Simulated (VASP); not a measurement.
Write the native input for VASP 6.6.1 that does the following.

```yaml
Task: single point
Functional: PBEsol
Potentials_or_basis: VASP PAW PBE potentials, release 64 (Ir)
Cutoff: 520 eV
k_mesh: 22 × 22 × 22
Occupations: gaussian, width 0.15 eV
Spin: no spin polarisation
Dipole_correction: no
Further_INCAR_settings: ALGO = Normal; EDIFF = 1e-06; NBANDS = 10
```

The structure of Ir lies in POSCAR:

```
Ir
1.0
    0.0000000000      1.8909045000      1.9197000000
    1.9197000000      0.0000000000      1.9197000000
    1.9197000000      1.8909045000      0.0000000000
Ir
1
Direct
    0.0000000000      0.0000000000      0.0000000000
```

This cell differs from its parent crystal: strain -0.0150 x Voigt [0, 1, 0, 0, 0, 0].

The input as run:

INCAR

```
PREC     = Accurate       # precision mode
ENCUT    = 520            # plane-wave cutoff, eV
EDIFF    = 1E-6           # SCF threshold, eV
ISMEAR   = 0              # smearing method
SIGMA    = 0.15           # smearing width, eV
LREAL    = False          # projectors in reciprocal space
LASPH    = True           # aspherical terms in the spheres
NELM     = 100            # most SCF steps
ALGO     = Normal         # electronic algorithm
ISIF     = 2              # what is computed and relaxed
LWAVE    = False          # write WAVECAR
LCHARG   = False          # write CHGCAR
GGA      = PS             # functional
NBANDS   = 10             # bands
```

KPOINTS

```
Automatic mesh
0
Gamma
  22 22 22
```

Potentials or basis: VASP PAW PBE potentials, release 64 (Ir).

Launch:

```sh
$ cat potpaw_PBE.64/Ir/POTCAR > POTCAR
$ mpirun -np 1 vasp_std > vasp.out
```

It gave:

| Property | Result |
| --- | --- |
| Pressure | 4.4 GPa |

Caveat: the cell differs from its parent crystal (strain -0.0150 x Voigt [0, 1, 0, 0, 0, 0]); the PAW data sets were made with another functional, which shifts forces and pressure a little.

It took 62 s on 1 thread of Intel(R) Xeon(R) Platinum 8488C (Sapphire Rapids), with other jobs on the host, peak memory 0.23 GiB.
